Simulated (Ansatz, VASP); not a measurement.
## Ge: VASP beside Ansatz

```
Ge
1.0
    -1.59150    1.59150    1.59150
     1.59150   -1.59150    1.59150
     1.59150    1.59150   -1.59150
Ge
1
Direct
  0.00000 0.00000 0.00000
```

Alike in both runs: task single point; functional PBEsol; k mesh 15 × 15 × 15; occupations fermi-dirac, width 0.1 eV; no spin polarisation.

|  | VASP | Ansatz |
| --- | --- | --- |
| version | VASP 6.6.1 | Ansatz 0.2.0 |
| potentials or method | VASP PAW PBE potentials, release 64 (Ge_d), cutoff 520 eV | plane waves (420 eV) with PAW, scalar-relativistic |
| valence electrons in the cell | 14 | 14 |

Ansatz gave:

| Property | Result |
| --- | --- |
| pressure (GPa) | 12.0 |

Question: Which values does VASP return?

Answer: Pressure (GPa): 12.2.

VASP's potentials were made for PBE, not for PBEsol, and Ansatz warns of the same on its side. With one functional, cell and mesh, what is left measures potentials, basis and numerics.
